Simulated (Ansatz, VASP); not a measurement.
# CuAu: VASP beside Ansatz

Contents of POSCAR:

```
CuAu
1.0
    2.7727616977      0.0000000000      0.0000000000
    0.0000000000      2.7727616977      0.0000000000
    0.0000000000      0.0000000000      3.6351965976
Au Cu
1 1
Direct
    0.0000000000      0.0000000000      0.0000000000
    0.5000000000      0.5000000000      0.5000000000
```

The input INCAR.step1:

```
SYSTEM = CuAu
PREC = Accurate
ENCUT = 770
ISMEAR = -1
SIGMA = 0.05
LREAL = .False.
LASPH = .True.
NELM = 120
NBANDS = 26
GGA = PE
ALGO = Normal
EDIFF = 1E-5
LWAVE = .True.
LCHARG = .False.
GGA_COMPAT = .False.
```

File INCAR.step2:

```
SYSTEM = CuAu
PREC = Accurate
ENCUT = 770
EDIFF = 1E-6
ISMEAR = -1
SIGMA = 0.05
LREAL = .False.
LASPH = .True.
NELM = 120
ALGO = Normal
ISIF = 2
LWAVE = .False.
LCHARG = .False.
METAGGA = R2SCAN
LMIXTAU = .True.
NBANDS = 26
ISTART = 1
GGA_COMPAT = .False.
```

The input KPOINTS:

```
Automatic mesh
0
Gamma
  9 9 7
  0 0 0
```

The input input.yaml:

```yaml
crystal:
  lattice:
    - [2.7727616977, 0.0, 0.0]
    - [0.0, 2.7727616977, 0.0]
    - [0.0, 0.0, 3.6351965976]
  atoms:
    - { symbol: Au, position: [0.0, 0.0, 0.0] }
    - { symbol: Cu, position: [0.5, 0.5, 0.5] }
hamiltonian:
  xc: r2scan
  pseudopotentials: { kind: paw }
kpoints:
  mp_grid: { grid: [9, 9, 7] }
scf:
  occupations: { method: fermi_dirac, width: 0.05 }
output:
  forces: true
  stress: true
  eigenvalues: true
```

Alike in both runs: task single point; functional r2SCAN; k mesh 9 × 9 × 7; occupations fermi-dirac, width 0.05 eV; no spin polarisation.

|  | VASP | Ansatz |
| --- | --- | --- |
| version | VASP 6.6.1 | Ansatz 0.2.0 |
| potentials or method | VASP PAW PBE potentials, release 64 (Au_sv_GW, Cu_sv_GW) | Ansatz PAW |
| plane-wave cutoff (eV) | 770 | 500 |
| valence electrons in the cell | 38 | 38 |

|  | VASP | Ansatz | Ansatz less VASP |
| --- | --- | --- | --- |
| gap on the k mesh at the Fermi level (eV) | none | none | - |
| pressure (GPa) | 5.2 | 6.8 | +1.64 |
| traceless stress, the component that is largest in VASP (GPa) | -0.97 | -0.97 | 0.000 |

VASP's potentials were made for PBE, not for r2SCAN. A gap of «none» marks a metal or a gap that the smearing closes. The functional is the same, so the differences come from potentials, cutoffs and numerics.

Spin-orbit coupling is off throughout.
